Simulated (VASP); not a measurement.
Ti:

```
Ti
1.0
     4.63830    0.00000    0.00000
    -2.31915    4.01689    0.00000
     0.00000    0.00000    2.84328
Ti
3
Direct
  0.00000 0.00000 0.00000
  0.33333 0.66667 0.50000
  0.66667 0.33333 0.50000
```

| Item | Value |
| --- | --- |
| Program | VASP 6.6.1 |
| Task | relaxation of cell and atoms |
| Functional | LDA |
| Potentials or basis | VASP PAW LDA potentials, release 64 (Ti_sv) |
| Cutoff | 600 eV |
| k mesh | 8 × 8 × 11 |
| Occupations | fermi-dirac, width 0.1 eV |
| Spin | no spin polarisation |

At the start: pressure -11.2 GPa; volume 17.66 Å³/atom.

**Question.** How do energy, volume and symmetry change on relaxing?

**Answer.** Over 9 steps the energy falls by 70.4 meV/atom and the volume is 15.84 Å³/atom (-10.3 %); space group P6/mmm (No. 191, to 0.05 Å).

Step by step:
```
step  energy change (eV)  largest force (eV/Å)  pressure (GPa)  volume (Å³)
   1              0.0000                0.0000          -11.21        52.97
   2             -0.0984                0.0000           10.99        44.05
   3             -0.2099                0.0000           -0.03        47.54
   4             -0.2098                0.0000            0.24        47.44
   5             -0.2112                0.0000            0.22        47.44
   6             -0.2112                0.0000            0.21        47.44
   7             -0.2112                0.0000            0.22        47.44
   8             -0.2113                0.0000           -0.14        47.58
   9             -0.2113                0.0000           -0.04        47.52
```

Final structure:
```
Ti
1.0
     4.45163    0.00000    0.00000
    -2.22581    3.85522    0.00000
     0.00000    0.00000    2.76872
Ti
3
Direct
  0.00000 0.00000 0.00000
  0.33333 0.66667 0.50000
  0.66667 0.33333 0.50000
```
